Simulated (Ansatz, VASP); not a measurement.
SiNiGe4: VASP beside Ansatz

```
CELL_PARAMETERS angstrom
0.00000 3.81286 3.81286
3.81286 0.00000 3.81286
3.81286 3.81286 0.00000
ATOMIC_POSITIONS crystal
Si 0.00000 0.00000 0.00000
Ni 0.75000 0.75000 0.75000
Ge 0.37509 0.37509 0.87472
Ge 0.87472 0.37509 0.37509
Ge 0.37509 0.37509 0.37509
Ge 0.37509 0.87472 0.37509
```

Change from the starting cell: species swapped into the HoCu4Au type (F-43m, No. 216).

Alike in both runs: functional PBE; k mesh 8 × 8 × 8; occupations gaussian, width 0.1 eV; no spin polarisation.

Ansatz relaxed the structure, and its values are those at the end. VASP's run is a single point on that final structure, the one shown.

|  | VASP | Ansatz |
| --- | --- | --- |
| version | VASP 6.6.1 | Ansatz 0.2.0 |
| potentials or method | VASP PAW PBE potentials, release 64 (Si, Ni, Ge_d), cutoff 520 eV | scalar-relativistic, plane waves, PAW |
| valence electrons in the cell | 70 | 78 |

|  | VASP | Ansatz | Ansatz less VASP |
| --- | --- | --- | --- |
| gap on the k mesh at the Fermi level (eV) | none | none | - |
| pressure (GPa) | 0.0 | 0.0 | -0.01 |

A gap of «none» marks a metal or a gap that the smearing closes. With one functional, cell and mesh, what is left measures potentials, basis and numerics. VASP's potentials hold 70 valence electrons a cell and Ansatz's 78, so a difference there can come from the potentials and not from the codes.
